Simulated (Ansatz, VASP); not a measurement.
# Two plane-wave programs on Sr

```
CELL_PARAMETERS angstrom
0.00000 2.95902 2.95902
2.95902 0.00000 2.95902
2.95902 2.95902 0.00000
ATOMIC_POSITIONS crystal
Sr 0.00000 0.00000 0.00000
```

Alike in both runs: task relaxation of cell and atoms; functional PBE; k mesh 12 × 12 × 12; occupations gaussian, width 0.1 eV; no spin polarisation.

```csv
,VASP,Ansatz
version,VASP 6.6.1,Ansatz 0.2.0
potentials or method,"VASP PAW PBE potentials, release 64 (Sr_sv), cutoff 600 eV","scalar-relativistic, plane waves, PAW"
valence electrons in the cell,10,10
```

VASP gave:

| Property | Result |
| --- | --- |
| gap on the k mesh at the Fermi level, each at its own relaxed structure (eV) | none |
| relaxed volume (Å³/atom) | 54.79 |
| relaxed length of the cell vector where the two differ most in proportion (Å) | 4.263 |

**Question.** Which values does Ansatz return?

**Answer.** gap on the k mesh at the Fermi level, each at its own relaxed structure (eV): none; relaxed volume (Å³/atom): 54.59; relaxed length of the cell vector where the two differ most in proportion (Å): 4.258.

A gap of «none» marks a metal or a gap that the smearing closes.
